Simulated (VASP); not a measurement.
Runs of VASP 6.6.1 on I. The structure is that of space group Im-3m (No. 229), or close to it. The cells are those of the table. 

```tsv
cell	gap on the mesh (eV)	pressure (GPa)
a = 3.619 Å, angles 109.5°, 1 atom	none	(a)
a = 3.520 Å, angles 109.5°, 1 atom	none	(b)
a = 3.713 Å, angles 109.5°, 1 atom	none	-1.8
a = 3.468 Å, angles 109.5°, 1 atom	none	4.3
a = 3.758 Å, angles 109.5°, 1 atom	none	-2.3
```

Alike in all rows: task single point; level r2SCAN; potentials or basis VASP PAW PBE potentials, release 64 (I); no spin polarisation; k mesh 8 × 8 × 8; cutoff (eV) 520; smearing fermi-dirac 0.01 eV.

Q: Estimate the missing entries.

A: (a) -0.2; (b) 2.4.

Caveats: the PAW data sets were made with another functional, which shifts forces and pressure a little; spin-orbit coupling is left out, which moves the levels of the heavy elements; an odd number of electrons without spin polarisation forces a metal; a magnetic or distorted state may lie lower.

A k mesh can miss the band edges, and the runs leave out spin-orbit coupling on I.

A gap of «none» marks levels without a gap at the run's occupations.
